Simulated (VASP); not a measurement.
Set up this calculation in VASP 6.6.1, as the native input.

* Task: single point
* Functional: PBEsol
* Potentials or basis: VASP PAW PBE potentials, release 64 (Ga_d, Ni)
* Cutoff: 520 eV
* k mesh: 16 × 16 × 16
* Occupations: gaussian, width 0.15 eV
* Spin: no spin polarisation
* Dipole correction: no
* Further INCAR settings: ALGO = Fast; EDIFF = 1e-06; NBANDS = 18

The structure of GaNi lies in POSCAR:

```
GaNi
1.0
    2.9581500000      0.0000000000      0.0000000000
    0.0000000000      2.9581500000      0.0000000000
    0.0000000000      0.0000000000      2.8860000000
Ga Ni
1 1
Direct
    0.0000000000      0.0000000000      0.0000000000
    0.5000000000      0.5000000000      0.5000000000
```

This cell differs from its parent crystal: strain +0.025 along x and y, +0.000 along z.

The input as run:

INCAR

```
SYSTEM = GaNi
PREC = Accurate ; ENCUT = 520
EDIFF = 1E-6 ; ISMEAR = 0
SIGMA = 0.15 ; LREAL = .False.
LASPH = .True. ; NELM = 100
ALGO = Fast ; ISIF = 2
LWAVE = .False. ; LCHARG = .True.
GGA = PS ; LELF = .True.
LVHAR = .True. ; NBANDS = 18
```

KPOINTS

```
Automatic mesh
0
Gamma
  16 16 16
  0 0 0
```

Potentials or basis: VASP PAW PBE potentials, release 64 (Ga_d, Ni).

The run is started by

```console
$ cat potpaw_PBE.64/Ga_d/POTCAR potpaw_PBE.64/Ni/POTCAR > POTCAR
$ mpirun -np 1 vasp_std > vasp.out
```

It gave:

```yaml
Pressure: -9.0 GPa
```

Caveat: the cell differs from its parent crystal (strain +0.025 along x and y, +0.000 along z); the PAW data sets were made with another functional, which shifts forces and pressure a little.

Wall time 58 s on 1 thread of Intel(R) Xeon(R) 6975P-C (Granite Rapids) (shared host), peak memory 0.3 GiB.
